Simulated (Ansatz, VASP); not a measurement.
Two plane-wave programs on HfC

POSCAR

```
HfC
1.0
    3.3204300345      0.0000000000      0.0000000000
   -1.6602150172      2.8755767613      0.0000000000
    0.0000000000      0.0000000000      5.1677954043
Hf C
2 2
Direct
    0.3333333333      0.6666666667      0.2500000000
    0.6666666667      0.3333333333      0.7500000000
    0.0000000000      0.0000000000      0.5000000000
    0.0000000000      0.0000000000      0.0000000000
```

The input INCAR.step1:

```
PREC = Accurate
ENCUT = 520
ISMEAR = -1
SIGMA = 0.05
LREAL = False
LASPH = True
NELM = 80
NBANDS = 22
GGA = PE
ALGO = Normal
EDIFF = 1E-4
LWAVE = True
LCHARG = False
```

File INCAR.step2:

```
PREC = Accurate
ENCUT = 520
EDIFF = 1E-6
ISMEAR = -1
SIGMA = 0.05
LREAL = False
LASPH = True
NELM = 80
ALGO = Normal
ISIF = 2
LWAVE = False
LCHARG = True
METAGGA = R2SCAN
LMIXTAU = True
LELF = True
LVHAR = True
NBANDS = 22
ISTART = 1
```

KPOINTS

```
Automatic mesh
0
Gamma
  9 9 5
```

input.yaml

```yaml
crystal:
  lattice:
    - [3.3204300345, 0.0, 0.0]
    - [-1.6602150172, 2.8755767613, 0.0]
    - [0.0, 0.0, 5.1677954043]
  atoms:
    - { symbol: Hf, position: [0.3333333333, 0.6666666667, 0.25] }
    - { symbol: Hf, position: [0.6666666667, 0.3333333333, 0.75] }
    - { symbol: C, position: [0.0, 0.0, 0.5] }
    - { symbol: C, position: [0.0, 0.0, 0.0] }
hamiltonian:
  xc: r2scan
  pseudopotentials: { kind: paw }
kpoints:
  mp_grid: { grid: [9, 9, 5] }
scf:
  occupations: { method: fermi_dirac, width: 0.05 }
output:
  forces: true
  stress: true
  eigenvalues: true
```

Alike in both runs: task single point; functional r2SCAN; k mesh 9 × 9 × 5; occupations fermi-dirac, width 0.05 eV; no spin polarisation.

|  | VASP | Ansatz |
| --- | --- | --- |
| version | VASP 6.6.1 | Ansatz 0.2.0 |
| potentials or method | VASP PAW PBE potentials, release 64 (Hf_pv, C) | Ansatz PAW |
| plane-wave cutoff (eV) | 520 | 500 |
| valence electrons in the cell | 28 | 60 |

```tsv
	VASP	Ansatz	Ansatz less VASP
gap on the k mesh at the Fermi level (eV)	none	none	-
pressure (GPa)	1.1	2.1	+1.04
traceless stress, the component that is largest in VASP (GPa)	3.84	3.77	-0.068
```

VASP's potentials were made for PBE, not for r2SCAN. A gap of «none» marks a metal or a gap that the smearing closes. VASP's potentials hold 28 valence electrons a cell and Ansatz's 60, so a difference there can come from the potentials and not from the codes.

Spin-orbit coupling is off throughout.
